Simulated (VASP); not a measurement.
Wanted: the native input for a VASP 6.6.1 run.

```
Task                   : relaxation of cell and atoms
Functional             : PBE
Potentials or basis    : VASP PAW PBE potentials, release 64 (Hf_pv, B)
Cutoff                 : 600 eV
k mesh                 : 12 × 12 × 3
Occupations            : gaussian, width 0.1 eV
Spin                   : no spin polarisation
Dipole correction      : no
Further INCAR settings : ALGO = Normal; EDIFF = 1e-06; IBRION = 2; EDIFFG = -0.01; NSW = 65; ISIF = 3
```

The structure of HfB lies in POSCAR:

```
HfB
1.0
    3.4223056964      0.0000000000      0.0000000000
   -1.7111528482      2.9638036726      0.0000000000
    0.0000000000      0.0000000000     13.9191714197
Hf B
5 5
Direct
    0.0000000000      0.0000000000      0.0000000000
    0.3333333333      0.6666666667      0.2000000000
    0.0000000000      0.0000000000      0.4000000000
    0.6666666667      0.3333333333      0.6000000000
    0.3333333333      0.6666666667      0.8000000000
    0.6666666667      0.3333333333      0.1000000000
    0.6666666667      0.3333333333      0.3000000000
    0.3333333333      0.6666666667      0.5000000000
    0.0000000000      0.0000000000      0.7000000000
    0.6666666667      0.3333333333      0.9000000000
```

These files were run (other wordings do the same):

INCAR

```
SYSTEM = HfB
PREC = Accurate
ENCUT = 600
EDIFF = 1E-6
ISMEAR = 0
SIGMA = 0.1
LREAL = .FALSE.
LASPH = .TRUE.
NELM = 100
ALGO = Normal
ISIF = 3
LWAVE = .FALSE.
LCHARG = .FALSE.
GGA = PE
IBRION = 2
NSW = 65
EDIFFG = -0.01
```

KPOINTS

```
Automatic mesh
0
G
  12 12 3
  0 0 0
```

Potentials or basis: VASP PAW PBE potentials, release 64 (Hf_pv, B).

Command:

```sh
$ cat potpaw_PBE.64/Hf_pv/POTCAR potpaw_PBE.64/B/POTCAR > POTCAR
$ mpirun -np 1 vasp_std > vasp.out
```

It gave:

| Item | Value |
| --- | --- |
| Energy gained by relaxing | 9.5 meV/atom |
| Ionic steps | 13 |
| Pressure after relaxing | 0.0 GPa |
| Largest force after relaxing | 0.008 eV/Å |
| Band gap on the k mesh | zero (an odd number of electrons rules out a gap without spin polarisation) |

Caveat: spin-orbit coupling is left out, which moves the levels of the heavy elements; an odd number of electrons without spin polarisation forces a metal; a magnetic or distorted state may lie lower.

Wall time 38 min on 1 thread of Intel(R) Xeon(R) Platinum 8375C CPU @ 2.90GHz (Ice Lake) (shared host), peak memory 0.48 GiB.
